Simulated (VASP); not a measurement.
# SnSe (Pnma) in VASP: a series of runs

The runs below take SnSe through single point, with PBE.

All numbers are computed with VASP 6.6.1; they aren't measurements. Logs are shortened: lines on timing, memory, paths and dates and some standing lists are left out, and cuts for length are marked.

**1. The cell of the first run**

Symmetry: Pnma, No. 62, orthorhombic system. Conventional cell: a = 12.325 Å, b = 4.207 Å, c = 4.567 Å, α = 90.00°, β = 90.00°, γ = 90.00°. Within 3.9 Å of Sn (site symmetry m) lie 6 Se at 2.82 to 3.67 Å and 2 Sn at 3.81 Å. Se (site symmetry m) has 6 Sn at 2.82 to 3.67 Å within 3.7 Å.

**2. Single point, PBE (strain +0.0450 x Voigt [1, 0, 0, 0, 0, 0])**

Input file INCAR:

```
SYSTEM = SnSe
PREC = Accurate
ENCUT = 520
EDIFF = 1E-6
ISMEAR = 0
SIGMA = 0.05
LREAL = .False.
LASPH = .True.
NELM = 100
ALGO = Normal
ISIF = 2
LWAVE = .False.
LCHARG = .False.
GGA = PE
NBANDS = 50
```

Input file KPOINTS:

```
Automatic mesh
0
Gamma
  4 6 6
  0 0 0
```

Input file POSCAR:

```
SnSe
1.0
   12.3249028026      0.0000000000      0.0000000000
    0.0000000000      4.2070054080      0.0000000000
    0.0000000000      0.0000000000      4.5671013721
Sn Se
4 4
Direct
    0.1214769848      0.2500000000      0.1164645414
    0.8785230152      0.7500000000      0.8835354586
    0.3785230152      0.7500000000      0.6164645414
    0.6214769848      0.2500000000      0.3835354586
    0.8548816258      0.2500000000      0.4763342523
    0.1451183742      0.7500000000      0.5236657477
    0.6451183742      0.7500000000      0.9763342523
    0.3548816258      0.2500000000      0.0236657477
```

Potentials or basis: VASP PAW PBE potentials, release 64 (Sn_d, Se).

Launch:

```bash
cat potpaw_PBE.64/Sn_d/POTCAR potpaw_PBE.64/Se/POTCAR > POTCAR
mpirun -np 1 vasp_std > vasp.out
```

OUTCAR:

```text
SYSTEM = SnSe
   PREC = Accurate
   ENCUT = 520
   EDIFF = 1E-6
   ISMEAR = 0
   LREAL = .False.
   LASPH = .True.
   NELM = 100
   ISIF = 2
   GGA = PE

 ion  position               nearest neighbor table
   1  0.121  0.250  0.116-   6 2.82   6 2.82   8 2.91
   2  0.879  0.750  0.884-   5 2.82   5 2.82   7 2.91
   3  0.379  0.750  0.616-   8 2.82   8 2.82   6 2.91
   4  0.621  0.250  0.384-   7 2.82   7 2.82   5 2.91
   5  0.855  0.250  0.476-   2 2.82   2 2.82   4 2.91
   6  0.145  0.750  0.524-   1 2.82   1 2.82   3 2.91
   7  0.645  0.750  0.976-   4 2.82   4 2.82   2 2.91
   8  0.355  0.250  0.024-   3 2.82   3 2.82   1 2.91

  LATTYP: Found a simple orthorhombic cell.
 ALAT       =     4.2070054080
 B/A-ratio  =     1.0855943668
 C/A-ratio  =     2.9296142047

  Lattice vectors:

 A1 = (   0.0000000000,   4.2070054080,   0.0000000000)
 A2 = (   0.0000000000,   0.0000000000,   4.5671013721)
 A3 = (  12.3249028026,   0.0000000000,   0.0000000000)

Analysis of symmetry for initial positions (statically):
=====================================================================
 Subroutine PRICEL returns:
 Original cell was already a primitive cell.

 Routine SETGRP: Setting up the symmetry group for a
 simple orthorhombic supercell.

 Subroutine GETGRP returns: Found  8 space group operations
 (whereof  2 operations were pure point group operations)
 out of a pool of  8 trial point group operations.

The static configuration has the point symmetry S_2 .
 The point group associated with its full space group is D_2h.

Analysis of symmetry for dynamics (positions and initial velocities):
=====================================================================
 Subroutine PRICEL returns:
 Original cell was already a primitive cell.

 Routine SETGRP: Setting up the symmetry group for a
 simple orthorhombic supercell.

 Subroutine GETGRP returns: Found  8 space group operations
 (whereof  2 operations were pure point group operations)
 out of a pool of  8 trial point group operations.

The dynamic configuration has the point symmetry S_2 .
 The point group associated with its full space group is D_2h.

 Subroutine INISYM returns: Found  8 space group operations
 (whereof  2 operations are pure point group operations),
 and found     1 'primitive' translations

----------------------------------------------------------------------------------------

                                     Primitive cell

  volume of cell :     236.8085

  direct lattice vectors                    reciprocal lattice vectors
    12.324902803  0.000000000  0.000000000     0.081136542  0.000000000  0.000000000
     0.000000000  4.207005408  0.000000000     0.000000000  0.237698767  0.000000000
     0.000000000  0.000000000  4.567101372     0.000000000  0.000000000  0.218957259

  length of vectors
    12.324902803  4.207005408  4.567101372     0.081136542  0.237698767  0.218957259

  position of ions in fractional coordinates (direct lattice)
     0.121476985  0.250000000  0.116464541
     0.878523015  0.750000000  0.883535459
     0.378523015  0.750000000  0.616464541
     0.621476985  0.250000000  0.383535459
     0.854881626  0.250000000  0.476334252
     0.145118374  0.750000000  0.523665748
     0.645118374  0.750000000  0.976334252
     0.354881626  0.250000000  0.023665748

  ion indices of the primitive-cell ions
   primitive index   ion index
                 1           1
                 2           2
                 3           3
                 4           4
                 5           5
                 6           6
                 7           7
                 8           8

----------------------------------------------------------------------------------------

 KPOINTS: Automatic mesh

Automatic generation of k-mesh.
 Grid dimensions read from file:
 generate k-points for:    4    6    6

 Generating k-lattice:

  Cartesian coordinates                     Fractional coordinates (reciprocal lattice)
     0.020284136  0.000000000  0.000000000     0.250000000  0.000000000  0.000000000
     0.000000000  0.039616461  0.000000000     0.000000000  0.166666667  0.000000000
     0.000000000  0.000000000  0.036492877     0.000000000  0.000000000  0.166666667

  Length of vectors
     0.020284136  0.039616461  0.036492877

  Shift w.r.t. Gamma in fractional coordinates (k-lattice)
     0.000000000  0.000000000  0.000000000

 Subroutine IBZKPT returns following result:
 ===========================================

 Found     48 irreducible k-points:

 Following reciprocal coordinates:
            Coordinates               Weight
  0.000000  0.000000  0.000000      1.000000
  0.250000  0.000000  0.000000      2.000000
  0.500000  0.000000  0.000000      1.000000
  0.000000  0.166667  0.000000      2.000000
  0.250000  0.166667  0.000000      4.000000
  0.500000  0.166667  0.000000      2.000000
[... 16 lines left out ...]
  0.250000  0.500000  0.166667      4.000000
  0.500000  0.500000  0.166667      2.000000
 [... further k-points ...]
   k-points           NKPTS =     48   k-points in BZ     NKDIM =     48   number of bands    NBANDS=     50
   number of dos      NEDOS =    301   number of ions     NIONS =      8
   total plane-waves  NPLWV = 110592
   dimension x,y,z NGX =    96 NGY =   32 NGZ =   36
   dimension x,y,z NGXF=   192 NGYF=   64 NGZF=   72
   ions per type =               4   4
   NGX,Y,Z   is equivalent  to a cutoff of  12.95, 12.65, 13.10 a.u.
   NGXF,Y,Z  is equivalent  to a cutoff of  25.90, 25.29, 26.21 a.u.
 SYSTEM =  SnSe
   PREC   = accura    normal or accurate (medium, high low for compatibility)
   ISTART =      0    job   : 0-new  1-cont  2-samecut
   ICHARG =      2    charge: 1-file 2-atom 10-const
   ISPIN  =      1    spin polarized calculation?
   LNONCOLLINEAR =      F non collinear calculations
   LSORBIT =      F    spin-orbit coupling
   LASPH  =      T    aspherical Exc in radial PAW
   ENCUT  =  520.0 eV  38.22 Ry    6.18 a.u.  22.92  7.82  8.49*2*pi/ulx,y,z
   NELM   =    100;   NELMIN=  2; NELMDL= -5     # of ELM steps
   EDIFF  = 0.1E-05   stopping-criterion for ELM
   LREAL  =      F    real-space projection
   EDIFFG = 0.1E-04   stopping-criterion for IOM
   NSW    =      0    number of steps for IOM
   IBRION =     -1    ionic relax: 0-MD 1-quasi-New 2-CG
   NFREE  =      0    steps in history (QN), initial steepest desc. (CG)
   ISIF   =      2    stress and relaxation
   ISYM   =      2    0-nonsym 1-usesym 2-fastsym
   POTIM  = 0.5000    time-step for ionic-motion
   TEBEG  =    0.0;   TEEND  =   0.0 temperature during run
   PSTRESS=    0.0 pullay stress
   NELECT =      80.0000    total number of electrons
   NUPDOWN=      -1.0000    fix difference up-down
   EMIN   =  10.00;   EMAX   =-10.00  energy-range for DOS
   EFERMI =   0.00;   METHOD = LEGACY
   ISMEAR =     0;   SIGMA  =   0.05  broadening in eV -4-tet -1-fermi 0-gaus
   EFERMI_NEDOS =   21; number of points for ismear=-14 and -15
   IALGO  =     38    algorithm
   IMIX   =      4    mixing-type and parameters
     AMIX     =   0.40;   BMIX     =  1.00
     AMIX_MAG =   1.60;   BMIX_MAG =  1.00
  volume/ion in A,a.u.               =      29.60       199.76
  Fermi-wavevector in a.u.,A,eV,Ry     =   1.140177  2.154623 17.687634  1.300004
  Thomas-Fermi vector in A             =   2.276880
   LORBIT       =      0    0 simple, 1 ext, 2 COOP (PROOUT), +10 PAW based schemes
   GGA     = PE    functional components
   LHFCALC =     F    Hartree Fock is set to
   AEXX    =    0.0000 exact exchange contribution
   IVDW    =     0    specifies the selected vdW correction
   LEPSILON=     F    determine dielectric tensor
   LRPA    =     F    only Hartree local field effects (RPA)
 non-spin polarized calculation
 Gauss-broadening in eV      SIGMA  =   0.05
  energy-cutoff  :      520.00
  volume of cell :      236.81
 maximum number of plane-waves:      6402
 NGX is ok and might be reduce to    96
   NGX = 45   NGY = 15   NGZ = 17

 number of electron      79.9999994 magnetization

 Free energy of the ion-electron system (eV)
  ---------------------------------------------------
  ext. energy  EPLUGINS =         0.00000000
  ---------------------------------------------------
  free energy    TOTEN  =       -32.77145146 eV

  energy without entropy =      -32.77145146  energy(sigma->0) =      -32.77145146

 E-fermi :   4.6118     XC(G=0):  -9.2142

 val. band max:        4.3247982283   @ k =   0.0000   0.0000   0.3333
 cond. band min:       4.9898468865   @ k =   0.0000   0.0000   0.1667
 fundamental gap:      0.6650486581
 Fermi energy:         4.6118169271

 k-point     1 :       0.0000    0.0000    0.0000
  band No.  band energies     occupation
      1     -16.9475      2.00000
      2     -16.9398      2.00000
      3     -16.9368      2.00000
      4     -16.9321      2.00000
      5     -16.9285      2.00000
      6     -16.9280      2.00000
[... 42 lines left out ...]
     49       8.9897      0.00000
     50       9.0243      0.00000

 k-point     2 :       0.2500    0.0000    0.0000
  band No.  band energies     occupation
      1     -16.9467      2.00000
      2     -16.9417      2.00000
      3     -16.9353      2.00000
      4     -16.9325      2.00000
      5     -16.9284      2.00000
      6     -16.9279      2.00000
[... 42 lines left out ...]
     49       8.9515      0.00000
     50       8.9624      0.00000

 k-point     3 :       0.5000    0.0000    0.0000
  band No.  band energies     occupation
      1     -16.9446      2.00000
      2     -16.9446      2.00000
      3     -16.9336      2.00000
      4     -16.9336      2.00000
      5     -16.9281      2.00000
      6     -16.9281      2.00000
[... 1102 lines left out ...]
     49       8.0879      0.00000
     50       8.0977      0.00000

 k-point    24 :       0.5000    0.5000    0.1667
  band No.  band energies     occupation
      1     -16.9377      2.00000
      2     -16.9377      2.00000
      3     -16.9377      2.00000
      4     -16.9377      2.00000
      5     -16.9262      2.00000
      6     -16.9262      2.00000
[... 42 lines left out ...]
     49       8.1219      0.00000
     50       8.1219      0.00000

 [... further k-points ...]

------------------------ aborting loop because EDIFF is reached ----------------------------------------

  FORCE on cell =-STRESS in cart. coord.  units (eV):
  Direction    XX          YY          ZZ          XY          YZ          ZX
  --------------------------------------------------------------------------------------
  -------------------------------------------------------------------------------------
  Total       -5.1972578     -1.0352542     -1.1490358      0.0000000      0.0000000      0.0000000
  in kB      -35.1631373     -7.0042294     -7.7740428      0.0000000      0.0000000      0.0000000
  external PRESSURE =     -16.6471365 kB  Pullay stress =       0.0000000 kB

 VOLUME and BASIS-vectors are now :
 -----------------------------------------------------------------------------
  energy-cutoff  :      520.00
  volume of cell :      236.81
      direct lattice vectors                 reciprocal lattice vectors
    12.324902803  0.000000000  0.000000000     0.081136542  0.000000000  0.000000000
     0.000000000  4.207005408  0.000000000     0.000000000  0.237698767  0.000000000
     0.000000000  0.000000000  4.567101372     0.000000000  0.000000000  0.218957259

 POSITION                                       TOTAL-FORCE (eV/Angst)
 -----------------------------------------------------------------------------------
      1.49719      1.05175      0.53191         0.290520     -0.000000      0.036578
     10.82771      3.15525      4.03520        -0.290520      0.000000     -0.036578
      4.66526      3.15525      2.81546        -0.290520      0.000000      0.036578
      7.65964      1.05175      1.75165         0.290520     -0.000000     -0.036578
     10.53633      1.05175      2.17547        -0.262358     -0.000000     -0.014211
      1.78857      3.15525      2.39163         0.262358     -0.000000      0.014211
      7.95102      3.15525      4.45902         0.262358     -0.000000     -0.014211
      4.37388      1.05175      0.10808        -0.262358      0.000000      0.014211
 -----------------------------------------------------------------------------------
    total drift:                                0.000000      0.000000     -0.000000

  FREE ENERGIE OF THE ION-ELECTRON SYSTEM (eV)
  ---------------------------------------------------
  free  energy   TOTEN  =       -32.7714514555 eV

  energy  without entropy=      -32.7714514555  energy(sigma->0) =      -32.77145146
```

It took 16 min on 1 thread of Intel Xeon 8259CL, shared host; peak memory 0.61 GiB.

What came out:

| Property | Result |
| --- | --- |
| Free energy | -32.7715 eV |
| Pressure | -1.7 GPa |
| Largest force | 0.293 eV/Å |
| Band gap on the k mesh | 0.67 eV (least direct gap 0.96 eV) |

Forces in eV/Å, atoms in the order of the input:
```
Sn   0.291  0.000  0.037
Sn  -0.291  0.000 -0.037
Sn  -0.291  0.000  0.037
Sn   0.291  0.000 -0.037
Se  -0.262  0.000 -0.014
Se   0.262  0.000  0.014
Se   0.262  0.000 -0.014
Se  -0.262  0.000  0.014
```

Caveat: the cell differs from its parent crystal (strain +0.0450 x Voigt [1, 0, 0, 0, 0, 0]); spin-orbit coupling is left out, which moves the levels of the heavy elements. A k mesh can miss the band edges.

[end of part 1 of 2]
